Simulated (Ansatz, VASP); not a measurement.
## LaLuAs2 in VASP and in Ansatz

The input POSCAR:

```
LaLuAs2
1.0
    4.1370468814      0.0000000000      0.0000000000
    0.0000000000      4.1370468814      0.0000000000
    0.0000000000      0.0000000000      5.8305990970
La As Lu
1 2 1
Direct
    0.0000000000      0.0000000000      0.0000000000
    0.0000000000      0.0000000000      0.5000000000
    0.5000000000      0.5000000000      0.0000000000
    0.5000000000      0.5000000000      0.5000000000
```

Contents of INCAR.step1:

```
PREC = Accurate
ENCUT = 520
ISMEAR = -1
SIGMA = 0.02
LREAL = False
LASPH = True
NELM = 80
NBANDS = 31
GGA = PE
ALGO = Normal
EDIFF = 1E-4
LWAVE = True
LCHARG = False
```

INCAR.step2

```
PREC = Accurate
ENCUT = 520
EDIFF = 1E-6
ISMEAR = -1
SIGMA = 0.02
LREAL = False
LASPH = True
NELM = 80
ALGO = Normal
ISIF = 2
LWAVE = False
LCHARG = False
METAGGA = R2SCAN
LMIXTAU = True
NBANDS = 31
ISTART = 1
```

KPOINTS

```
Automatic mesh
0
Gamma
  6 6 4
```

Input for Ansatz:

```yaml
crystal:
  lattice:
    - [4.1370468814, 0.0, 0.0]
    - [0.0, 4.1370468814, 0.0]
    - [0.0, 0.0, 5.830599097]
  atoms:
    - { symbol: La, position: [0.0, 0.0, 0.0] }
    - { symbol: As, position: [0.0, 0.0, 0.5] }
    - { symbol: Lu, position: [0.5, 0.5, 0.5] }
    - { symbol: As, position: [0.5, 0.5, 0.0] }
kpoints:
  mp_grid: { grid: [6, 6, 4] }
hamiltonian:
  xc: r2scan
scf:
  occupations: { method: fermi_dirac, width: 0.02 }
  n_extra_bands: 5
output:
  forces: true
  stress: true
  eigenvalues: true
```

Alike in both runs: task single point; functional r2SCAN; k mesh 6 × 6 × 4; occupations fermi-dirac, width 0.02 eV; no spin polarisation.

```csv
,VASP,Ansatz
version,VASP 6.6.1,Ansatz 0.2.0
potentials or method,"VASP PAW PBE potentials, release 64 (La, As, Lu)","plane waves, PAW"
plane-wave cutoff (eV),520,500
valence electrons in the cell,46,66
```

```tsv
	VASP	Ansatz	Ansatz less VASP
pressure (GPa)	5.4	5.2	-0.15
```

VASP's potentials were made for PBE, not for r2SCAN. VASP's potentials hold 46 valence electrons a cell and Ansatz's 66, so a difference there can come from the potentials and not from the codes.

Spin-orbit coupling is off throughout.
